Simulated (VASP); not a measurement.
A run of VASP 6.6.1 is set up as follows.

Contents of INCAR:

```
ALGO = Normal
EDIFF = 1E-6
ENCUT = 500
GGA = PS
GGA_COMPAT = False
ISIF = 2
ISMEAR = 0
LASPH = True
LCHARG = True
LELF = True
LREAL = False
LVHAR = True
LWAVE = False
NBANDS = 58
NELM = 120
PREC = Accurate
SIGMA = 0.1
```

KPOINTS

```
k-points
0
Gamma
  6 10 6
```

POSCAR

```
GePt
1.0
    5.7419697525      0.0000000000      0.0000000000
    0.0000000000      3.7002236200      0.0000000000
    0.0000000000      0.0000000000      6.0911135370
Pt Ge
4 4
Direct
    0.9989225650      0.7500000000      0.1912462284
    0.0010774350      0.2500000000      0.8087537716
    0.5010774350      0.2500000000      0.6912462284
    0.4989225650      0.7500000000      0.3087537716
    0.8150612844      0.7500000000      0.5879970290
    0.1849387156      0.2500000000      0.4120029710
    0.6849387156      0.2500000000      0.0879970290
    0.3150612844      0.7500000000      0.9120029710
```

Potentials or basis: VASP PAW PBE potentials, release 64 (Pt, Ge_d).

Launch:

```bash
$ cat potpaw_PBE.64/Pt/POTCAR potpaw_PBE.64/Ge_d/POTCAR > POTCAR
$ mpirun -np 1 vasp_std > vasp.out
```

What does it give for the pressure?

-0.1 GPa.

What does it give for the band gap on the k mesh?

Zero (bands 48 and 49 overlap by 1.37 eV).

Forces on the atoms (eV/Å):
```
Pt   0.006  0.000 -0.002
Pt  -0.006  0.000  0.002
Pt  -0.006  0.000 -0.002
Pt   0.006  0.000  0.002
Ge   0.001  0.000  0.003
Ge  -0.001  0.000 -0.003
Ge  -0.001  0.000  0.003
Ge   0.001  0.000 -0.003
```

Caveat: the PAW data sets were made with another functional, which shifts forces and pressure a little; spin-orbit coupling is left out, which moves the levels of the heavy elements.
